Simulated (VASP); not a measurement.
A run of VASP 6.6.1 is set up as follows.

Contents of INCAR:

```
SYSTEM = NiO
PREC = Accurate
ENCUT = 700
EDIFF = 1E-6
ISMEAR = 0
SIGMA = 0.05
LREAL = .False.
LASPH = .True.
NELM = 200
ALGO = Normal
ISIF = 2
LWAVE = .False.
LCHARG = .True.
ISPIN = 2
MAGMOM = 2 0
LORBIT = 11
LMAXMIX = 4
LDAU = .True.
LDAUTYPE = 2
LDAUL = 2 -1
LDAUU = 6.2 0
LDAUJ = 0 0
LDAUPRINT = 1
GGA = PE
LELF = .True.
LVHAR = .True.
NBANDS = 23
GGA_COMPAT = .False.
```

Contents of KPOINTS:

```
regular mesh
0
Gamma
  6 6 6
  0 0 0
```

POSCAR

```
NiO
1.0
    0.0000000000      2.0859016414      2.0859016414
    2.0859016414      0.0000000000      2.0859016414
    2.0859016414      2.0859016414      0.0000000000
Ni O
1 1
Direct
    0.0000000000      0.0000000000      0.0000000000
    0.5000000000      0.5000000000      0.5000000000
```

Potentials or basis: VASP PAW PBE potentials, release 64 (Ni_sv_GW, O).

The run is started by

```sh
$ cat potpaw_PBE.64/Ni_sv_GW/POTCAR potpaw_PBE.64/O/POTCAR > POTCAR
$ mpirun -np 1 vasp_std > vasp.out
```

(1) Predict the pressure.

(2) What does it give for the net moment?

## Answers

(1) 11.5 GPa.

(2) 2.00 μB per cell.

Caveat: the k points lie up to 0.43 Å⁻¹ apart; a cell with one magnetic atom can't hold antiferromagnetic order, which such compounds often take.
